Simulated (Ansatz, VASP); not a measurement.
Two plane-wave programs on Ba5HfO2

```
CELL_PARAMETERS angstrom
4.08385 2.35781 6.21605
-4.08385 2.35781 6.21605
0.00000 -4.71563 6.21605
ATOMIC_POSITIONS crystal
Ba 0.50000 0.50000 0.00000
Ba 0.00000 0.50000 0.50000
Ba 0.50000 0.00000 0.50000
Ba 0.87477 0.87477 0.87477
Ba 0.12523 0.12523 0.12523
Hf 0.50000 0.50000 0.50000
O 0.60639 0.60639 0.60639
O 0.39361 0.39361 0.39361
```

Alike in both runs: task single point; functional PBE; k mesh 3 × 3 × 3; occupations gaussian, width 0.2 eV; no spin polarisation.

```csv
,VASP,Ansatz
version,VASP 6.6.1,Ansatz 0.2.0
potentials or method,"VASP PAW PBE potentials, release 64 (Ba_sv, Hf_pv, O), cutoff 520 eV","scalar-relativistic, plane waves, PAW"
valence electrons in the cell,72,88
```

Ansatz gave:

| Item | Value |
| --- | --- |
| gap on the k mesh at the Fermi level (eV) | none |
| pressure (GPa) | 0.0 |
| traceless stress, the component that is largest in VASP (GPa) | 0.02 |
| rms of the force components (eV/Å) | 0.004 |

Estimate VASP's values.

gap on the k mesh at the Fermi level (eV): none; pressure (GPa): 0.3; traceless stress, the component that is largest in VASP (GPa): -0.35; rms of the force components (eV/Å): 0.105.

Atom by atom the forces differ by 0.101 eV/Å (rms over components). A gap of «none» marks a metal or a gap that the smearing closes. VASP's potentials hold 72 valence electrons a cell and Ansatz's 88, so a difference there can come from the potentials and not from the codes.

Neither program's run includes spin-orbit coupling.
